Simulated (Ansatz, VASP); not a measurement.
# Two plane-wave programs on Nb

```
Nb
1.0
     1.40908    0.81353    7.87218
    -1.40908    0.81353    7.87218
     0.00000   -1.62707    7.87218
Nb
3
Direct
  0.00000 0.00000 0.00000
  0.22229 0.22229 0.22229
  0.77771 0.77771 0.77771
```

Alike in both runs: functional PBEsol; k mesh 9 × 9 × 9; occupations gaussian, width 0.1 eV; no spin polarisation.

Ansatz relaxed the structure, and its values are those at the end. VASP's run is a single point on that final structure, the one shown.

|  | VASP | Ansatz |
| --- | --- | --- |
| version | VASP 6.6.1 | Ansatz 0.2.0 |
| potentials or method | VASP PAW PBE potentials, release 64 (Nb_sv), cutoff 520 eV | scalar-relativistic, plane waves, PAW |
| valence electrons in the cell | 39 | 39 |

Ansatz gave:

* gap on the k mesh at the Fermi level (eV): none
* pressure (GPa): -0.1

Q: Estimate VASP's values.

A: gap on the k mesh at the Fermi level (eV): none; pressure (GPa): -0.4.

VASP's potentials were made for PBE, not for PBEsol. A gap of «none» marks a metal or a gap that the smearing closes.
